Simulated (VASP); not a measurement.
# InP in VASP: single point with PBE+D3(BJ)

Aim: the single point of InP with PBE+D3(BJ).

Everything below comes from runs of VASP 6.6.1. Logs are shortened: lines on timing, memory, paths and dates and some standing lists are left out, and cuts for length are marked.

### 1 The cell of the first run

The cell holds a slab with vacuum, 12 atoms: a = 8.335 Å, b = 5.894 Å, c = 23.076 Å, α = 90.00°, β = 90.00°, γ = 90.00°.

### 2 Single point, PBE+D3(BJ)

File INCAR:

```
SYSTEM = InP
ALGO = Normal ; DIPOL = 0.5 0.5 0.436
EDIFF = 1E-6 ; ENCUT = 400
GGA = PE ; GGA_COMPAT = .False.
IDIPOL = 3 ; ISIF = 2
ISMEAR = 0 ; IVDW = 12
LASPH = .True. ; LCHARG = .False.
LDIPOL = .True. ; LREAL = .False.
LWAVE = .False. ; NBANDS = 66
NELM = 120 ; NELMDL = -8
PREC = Accurate ; SIGMA = 0.05
```

File KPOINTS:

```
k-points
0
Gamma
  2 3 1
  0 0 0
```

File POSCAR:

```
InP
1.0
    8.3347933232      0.0000000000      0.0000000000
    0.0000000000      5.8935888786      0.0000000000
    0.0000000000      0.0000000000     23.0756966616
In P
6 6
Direct
    0.2500000000      0.5000000000      0.3466850911
    0.7500000000      0.5000000000      0.3466850911
    0.5079544404      0.0719531993      0.4477815003
   -0.0025965855      0.0317525493      0.4425966434
    0.7269764688      0.5486751757      0.5219573307
    0.2763947847      0.5071615190      0.5078028828
    0.5000000000      0.2500000000      0.3466850911
    0.0000000000      0.2500000000      0.3466850911
    0.7445000558      0.7971793275      0.4289105550
    0.2591785496      0.8090265020      0.4298783734
    0.0003823772      0.3238868911      0.5256765196
    0.5019645436      0.2739685905      0.5466212478
```

Potentials or basis: VASP PAW PBE potentials, release 64 (In_d, P).

On the command line:

```console
$ cat potpaw_PBE.64/In_d/POTCAR potpaw_PBE.64/P/POTCAR > POTCAR
$ mpirun -np 1 vasp_std > vasp.out
```

OUTCAR:

```text
SYSTEM = InP
   EDIFF = 1E-6
   ENCUT = 400
   GGA = PE
   ISIF = 2
   ISMEAR = 0
   IVDW = 12
   LASPH = .True.
   LREAL = .False.
   NELM = 120
   NELMDL = -8
   PREC = Accurate
 IVDW          = 12

 ion  position               nearest neighbor table
   1  0.250  0.500  0.347-   7 2.55   8 2.55  10 2.65   6 3.72
   2  0.750  0.500  0.347-   7 2.55   8 2.55   9 2.58   3 3.98
   3  0.508  0.072  0.448-   7 2.56  12 2.57   9 2.59  10 2.62   6 3.50   5 3.76   5 3.97   2 3.98

   4  0.997  0.032  0.443-   9 2.54   8 2.56  10 2.56  11 2.58   6 3.94
   5  0.727  0.549  0.522-  12 2.54   9 2.60  11 2.64   3 3.76   6 3.78   3 3.97
   6  0.276  0.507  0.508-  12 2.50  10 2.53  11 2.57   3 3.50   1 3.72   5 3.78   4 3.94
   7  0.500  0.250  0.347-   1 2.55   2 2.55   3 2.56
   8  0.000  0.250  0.347-   1 2.55   2 2.55   4 2.56
   9  0.745  0.797  0.429-   4 2.54   2 2.58   3 2.59   5 2.60
  10  0.259  0.809  0.430-   6 2.53   4 2.56   3 2.62   1 2.65
  11  0.000  0.324  0.526-   6 2.57   4 2.58   5 2.64
  12  0.502  0.274  0.547-   6 2.50   5 2.54   3 2.57

  LATTYP: Found a simple orthorhombic cell.
 ALAT       =     5.8935888786
 B/A-ratio  =     1.4142135624
 C/A-ratio  =     3.9153896101

  Lattice vectors:

 A1 = (   0.0000000000,  -5.8935888786,   0.0000000000)
 A2 = (   8.3347933232,   0.0000000000,   0.0000000000)
 A3 = (   0.0000000000,   0.0000000000,  23.0756966616)

Analysis of symmetry for initial positions (statically):
=====================================================================
 Subroutine PRICEL returns:
 Original cell was already a primitive cell.

 Routine SETGRP: Setting up the symmetry group for a
 simple orthorhombic supercell.

 Subroutine GETGRP returns: Found  1 space group operations
 (whereof  1 operations were pure point group operations)
 out of a pool of  8 trial point group operations.

The static configuration has the point symmetry C_1 .

Analysis of symmetry for dynamics (positions and initial velocities):
=====================================================================
 Subroutine PRICEL returns:
 Original cell was already a primitive cell.

 Routine SETGRP: Setting up the symmetry group for a
 simple orthorhombic supercell.

 Subroutine GETGRP returns: Found  1 space group operations
 (whereof  1 operations were pure point group operations)
 out of a pool of  8 trial point group operations.

The dynamic configuration has the point symmetry C_1 .

 Subroutine INISYM returns: Found  1 space group operations
 (whereof  1 operations are pure point group operations),
 and found     1 'primitive' translations

----------------------------------------------------------------------------------------

                                     Primitive cell

  volume of cell :    1133.5208

  direct lattice vectors                    reciprocal lattice vectors
     8.334793323  0.000000000  0.000000000     0.119978980  0.000000000  0.000000000
     0.000000000  5.893588879  0.000000000     0.000000000  0.169675900  0.000000000
     0.000000000  0.000000000 23.075696662     0.000000000  0.000000000  0.043335636

  length of vectors
     8.334793323  5.893588879 23.075696662     0.119978980  0.169675900  0.043335636

  position of ions in fractional coordinates (direct lattice)
     0.250000000  0.500000000  0.346685091
     0.750000000  0.500000000  0.346685091
     0.507954440  0.071953199  0.447781500
     0.997403414  0.031752549  0.442596643
     0.726976469  0.548675176  0.521957331
     0.276394785  0.507161519  0.507802883
     0.500000000  0.250000000  0.346685091
     0.000000000  0.250000000  0.346685091
     0.744500056  0.797179327  0.428910555
     0.259178550  0.809026502  0.429878373
     0.000382377  0.323886891  0.525676520
     0.501964544  0.273968590  0.546621248

  ion indices of the primitive-cell ions
   primitive index   ion index
                 1           1
                 2           2
                 3           3
                 4           4
                 5           5
                 6           6
                 7           7
                 8           8
                 9           9
                10          10
                11          11
                12          12

----------------------------------------------------------------------------------------

 KPOINTS: k-points

Automatic generation of k-mesh.
 Grid dimensions read from file:
 generate k-points for:    2    3    1

 Generating k-lattice:

  Cartesian coordinates                     Fractional coordinates (reciprocal lattice)
     0.059989490  0.000000000  0.000000000     0.500000000  0.000000000  0.000000000
     0.000000000  0.056558633  0.000000000     0.000000000  0.333333333  0.000000000
     0.000000000  0.000000000  0.043335636     0.000000000  0.000000000  1.000000000

  Length of vectors
     0.059989490  0.056558633  0.043335636

  Shift w.r.t. Gamma in fractional coordinates (k-lattice)
     0.000000000  0.000000000  0.000000000

 Subroutine IBZKPT returns following result:
 ===========================================

 Found      4 irreducible k-points:

 Following reciprocal coordinates:
            Coordinates               Weight
  0.000000  0.000000  0.000000      1.000000
  0.500000  0.000000  0.000000      1.000000
  0.000000  0.333333  0.000000      2.000000
  0.500000  0.333333  0.000000      2.000000
   k-points           NKPTS =      4   k-points in BZ     NKDIM =      4   number of bands    NBANDS=     66
   number of dos      NEDOS =    301   number of ions     NIONS =     12
   total plane-waves  NPLWV = 345600
   dimension x,y,z NGX =    54 NGY =   40 NGZ =  160
   dimension x,y,z NGXF=   108 NGYF=   80 NGZF=  320
   ions per type =               6   6
   NGX,Y,Z   is equivalent  to a cutoff of  10.77, 11.28, 11.53 a.u.
   NGXF,Y,Z  is equivalent  to a cutoff of  21.54, 22.57, 23.05 a.u.
 SYSTEM =  InP
   PREC   = accura    normal or accurate (medium, high low for compatibility)
   ISTART =      0    job   : 0-new  1-cont  2-samecut
   ICHARG =      2    charge: 1-file 2-atom 10-const
   ISPIN  =      1    spin polarized calculation?
   LNONCOLLINEAR =      F non collinear calculations
   LSORBIT =      F    spin-orbit coupling
   LASPH  =      T    aspherical Exc in radial PAW
   ENCUT  =  400.0 eV  29.40 Ry    5.42 a.u.  13.59  9.61 37.63*2*pi/ulx,y,z
   NELM   =    120;   NELMIN=  2; NELMDL= -8     # of ELM steps
   EDIFF  = 0.1E-05   stopping-criterion for ELM
   LREAL  =      F    real-space projection
   EDIFFG = 0.1E-04   stopping-criterion for IOM
   NSW    =      0    number of steps for IOM
   IBRION =     -1    ionic relax: 0-MD 1-quasi-New 2-CG
   NFREE  =      0    steps in history (QN), initial steepest desc. (CG)
   ISIF   =      2    stress and relaxation
   ISYM   =      2    0-nonsym 1-usesym 2-fastsym
   POTIM  = 0.5000    time-step for ionic-motion
   TEBEG  =    0.0;   TEEND  =   0.0 temperature during run
   PSTRESS=    0.0 pullay stress
   NELECT =     108.0000    total number of electrons
   NUPDOWN=      -1.0000    fix difference up-down
   EMIN   =  10.00;   EMAX   =-10.00  energy-range for DOS
   EFERMI =   0.00;   METHOD = LEGACY
   ISMEAR =     0;   SIGMA  =   0.05  broadening in eV -4-tet -1-fermi 0-gaus
   EFERMI_NEDOS =   21; number of points for ismear=-14 and -15
   IALGO  =     38    algorithm
   IMIX   =      4    mixing-type and parameters
     AMIX     =   0.40;   BMIX     =  1.00
     AMIX_MAG =   1.60;   BMIX_MAG =  1.00
  volume/ion in A,a.u.               =      94.46       637.45
  Fermi-wavevector in a.u.,A,eV,Ry     =   0.747721  1.412988  7.606837  0.559087
  Thomas-Fermi vector in A             =   1.843842
   LORBIT       =      0    0 simple, 1 ext, 2 COOP (PROOUT), +10 PAW based schemes
   GGA     = PE    functional components
   LHFCALC =     F    Hartree Fock is set to
   AEXX    =    0.0000 exact exchange contribution
   IVDW    =    12    specifies the selected vdW correction
   LEPSILON=     F    determine dielectric tensor
   LRPA    =     F    only Hartree local field effects (RPA)
 non-spin polarized calculation
 Gauss-broadening in eV      SIGMA  =   0.05
  energy-cutoff  :      400.00
  volume of cell :     1133.52
 maximum number of plane-waves:     20679
   NGX = 27   NGY = 19   NGZ = 75

 dipolmoment           0.000000      0.000000     -0.000009 electrons x Angstroem

 number of electron     107.9999981 magnetization

 dipolmoment           0.000000      0.000000      0.064521 electrons x Angstroem

 Free energy of the ion-electron system (eV)
  ---------------------------------------------------
  ext. energy  EPLUGINS =         0.00000000
  ---------------------------------------------------
  free energy    TOTEN  =       -45.08029402 eV

  energy without entropy =      -45.07939121  energy(sigma->0) =      -45.07984262

 E-fermi :  -1.8509     XC(G=0):  -3.1501

 val. band max:       -1.9387299075   @ k =   0.0000   0.3333   0.0000
 cond. band min:      -1.7732676790   @ k =   0.0000   0.0000   0.0000
 fundamental gap:      0.1654622285
 Fermi energy:        -1.8508600383

 k-point     1 :       0.0000    0.0000    0.0000
  band No.  band energies     occupation
      1     -16.6973      2.00000
      2     -16.6746      2.00000
      3     -16.6365      2.00000
      4     -16.6262      2.00000
      5     -16.5771      2.00000
      6     -16.5525      2.00000
[... 58 lines left out ...]
     65       1.2801      0.00000
     66       1.8203      0.00000

 k-point     2 :       0.5000    0.0000    0.0000
  band No.  band energies     occupation
      1     -16.6968      2.00000
      2     -16.6731      2.00000
      3     -16.6359      2.00000
      4     -16.6180      2.00000
      5     -16.5733      2.00000
      6     -16.5554      2.00000
[... 58 lines left out ...]
     65       2.0926      0.00000
     66       2.1771      0.00000

 k-point     3 :       0.0000    0.3333    0.0000
  band No.  band energies     occupation
      1     -16.7016      2.00000
      2     -16.6655      2.00000
      3     -16.6349      2.00000
      4     -16.6231      2.00000
      5     -16.5724      2.00000
      6     -16.5516      2.00000
[... 58 lines left out ...]
     65       1.6833      0.00000
     66       1.7999      0.00000

 k-point     4 :       0.5000    0.3333    0.0000
  band No.  band energies     occupation
      1     -16.6995      2.00000
      2     -16.6662      2.00000
      3     -16.6353      2.00000
      4     -16.6161      2.00000
      5     -16.5685      2.00000
      6     -16.5505      2.00000
[... 58 lines left out ...]
     65       2.2552      0.00000
     66       2.4428      0.00000

------------------------ aborting loop because EDIFF is reached ----------------------------------------

 vacuum level on the upper side and lower side of the slab       (xc-potential included)        -0.034        -0.272

 Edisp (eV)   -2.31912

 E8    (eV) :    -1.0794

  FORCE on cell =-STRESS in cart. coord.  units (eV):
  Direction    XX          YY          ZZ          XY          YZ          ZX
  --------------------------------------------------------------------------------------
  -------------------------------------------------------------------------------------
  Total      -4.16610    -5.85035     1.29998     0.07522    -1.30191     0.37179
  in kB      -5.88858    -8.26919     1.83745     0.10633    -1.84019     0.52551
  external pressure =       -4.11 kB  Pullay stress =        0.00 kB

 VOLUME and BASIS-vectors are now :
 -----------------------------------------------------------------------------
  energy-cutoff  :      400.00
  volume of cell :     1133.52
      direct lattice vectors                 reciprocal lattice vectors
     8.334793323  0.000000000  0.000000000     0.119978980  0.000000000  0.000000000
     0.000000000  5.893588879  0.000000000     0.000000000  0.169675900  0.000000000
     0.000000000  0.000000000 23.075696662     0.000000000  0.000000000  0.043335636

 POSITION                                       TOTAL-FORCE (eV/Angst)
 -----------------------------------------------------------------------------------
      2.08370      2.94679      8.00000        -0.054371     -0.551422      0.836379
      6.25109      2.94679      8.00000         0.061491     -0.787869      0.691280
      4.23370      0.42406     10.33287        -0.012034      0.017368     -0.386272
      8.31315      0.18714     10.21323         0.030035      0.678928      0.280576
      6.05920      3.23367     12.04453         0.928184     -0.886694     -0.902643
      2.30369      2.98900     11.71791        -0.981704     -0.306603     -0.081023
      4.16740      1.47340      8.00000        -0.004212      0.492533     -0.824300
      0.00000      1.47340      8.00000        -0.007017      0.639533     -1.286394
      6.20525      4.69825      9.89741        -0.223485      0.314760      0.568496
      2.16020      4.76807      9.91974         0.217113      0.198067      0.052592
      0.00319      1.90886     12.13035        -0.047824     -0.035090      0.765529
      4.18377      1.61466     12.61367         0.093824      0.226489      0.285780
 -----------------------------------------------------------------------------------
    total drift:                               -0.002295     -0.002686      0.000167

  FREE ENERGIE OF THE ION-ELECTRON SYSTEM (eV)
  ---------------------------------------------------
  free  energy   TOTEN  =       -47.3994127598 eV

  energy  without entropy=      -47.3985099503  energy(sigma->0) =      -47.39896136

 vacuum level on the upper side and lower side of the slab         2.682         2.442
```

Run time: 9.4 min. Hardware: 1 thread of Oxide Virtual Turin-like, shared host; peak memory 0.71 GiB.

Results:

```
Free energy                : -47.3994 eV
Largest force              : 1.569 eV/Å
Band gap on the k mesh     : 0.17 eV (least direct gap 0.23 eV)
Dispersion energy per atom : -0.193 eV
```

Forces on the atoms (eV/Å):
```
In  -0.054 -0.551  0.836
In   0.061 -0.788  0.691
In  -0.012  0.017 -0.386
In   0.030  0.679  0.281
In   0.928 -0.887 -0.903
In  -0.982 -0.307 -0.081
P   -0.004  0.493 -0.824
P   -0.007  0.640 -1.286
P   -0.223  0.315  0.568
P    0.217  0.198  0.053
P   -0.048 -0.035  0.766
P    0.094  0.226  0.286
```

Caveat: semilocal functionals underestimate gaps, and a narrow one can read as zero; spin-orbit coupling is left out, which moves the levels of the heavy elements.
